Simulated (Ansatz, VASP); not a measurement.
## One calculation of FeNi2, two programs

Contents of INCAR:

```
PREC = Accurate
ENCUT = 520
EDIFF = 1E-6
ISMEAR = 0
SIGMA = 0.1
LREAL = F
LASPH = T
NELM = 150
ALGO = Normal
ISIF = 2
LWAVE = F
LCHARG = F
ISPIN = 2
MAGMOM = 4 2 2
LORBIT = 11
LMAXMIX = 4
GGA = PE
NBANDS = 25
```

Contents of KPOINTS:

```
regular mesh
0
Gamma
  6 6 6
```

File POSCAR:

```
FeNi2
1.0
    3.7170245800      0.0000000000      0.0000000000
    0.0000000000      3.7170245800      0.0000000000
    0.0000000000      0.0000000000      2.6851788300
Fe Ni
1 2
Direct
    0.5000000000      0.5000000000      0.5000000000
    0.0000000000      0.5000000000      0.0000000000
    0.5000000000      0.0000000000      0.0000000000
```

Input for Ansatz:

```yaml
crystal:
  lattice:
    - [3.71702458, 0.0, 0.0]
    - [0.0, 3.71702458, 0.0]
    - [0.0, 0.0, 2.68517883]
  atoms:
    - { symbol: Fe, position: [0.5, 0.5, 0.5], spin: 4.0 }
    - { symbol: Ni, position: [0.0, 0.5, 0.0], spin: 2.0 }
    - { symbol: Ni, position: [0.5, 0.0, 0.0], spin: 2.0 }
basis:
  ecutwfc: 420
kpoints:
  mp_grid: { grid: [6, 6, 6] }
hamiltonian:
  xc: pbe
scf:
  occupations: { method: gaussian, width: 0.1 }
  lower_state_search: "off"
output:
  forces: true
  stress: true
  eigenvalues: true
  populations: true
magnetization:
  spin_polarized: true
```

Alike in both runs: task single point; functional PBE; k mesh 6 × 6 × 6; occupations gaussian, width 0.1 eV; collinear spin.

|  | VASP | Ansatz |
| --- | --- | --- |
| version | VASP 6.6.1 | Ansatz 0.2.0 |
| potentials or method | VASP PAW PBE potentials, release 64 (Fe, Ni), cutoff 520 eV | scalar-relativistic, plane waves, PAW |
| valence electrons in the cell | 28 | 52 |

VASP gave:

| Quantity | Value |
| --- | --- |
| gap on the k mesh at the Fermi level (eV) | none |
| pressure (GPa) | 14.9 |
| traceless stress, the component that is largest in VASP (GPa) | -0.95 |
| net moment per atom (μB) | 1.36 |
| size of the moment on the site where the two differ most (μB) | 0.72 |

Task: What did Ansatz give for the same quantities?

Result: gap on the k mesh at the Fermi level (eV): none; pressure (GPa): 15.1; traceless stress, the component that is largest in VASP (GPa): -1.13; net moment per atom (μB): 1.36; size of the moment on the site where the two differ most (μB): 0.79.

Site moments also hang on the region over which each program counts them. A gap of «none» marks a metal or a gap that the smearing closes. VASP's potentials hold 28 valence electrons a cell and Ansatz's 52, so a difference there can come from the potentials and not from the codes.

The k mesh is coarse, so the values compare programs but aren't converged.
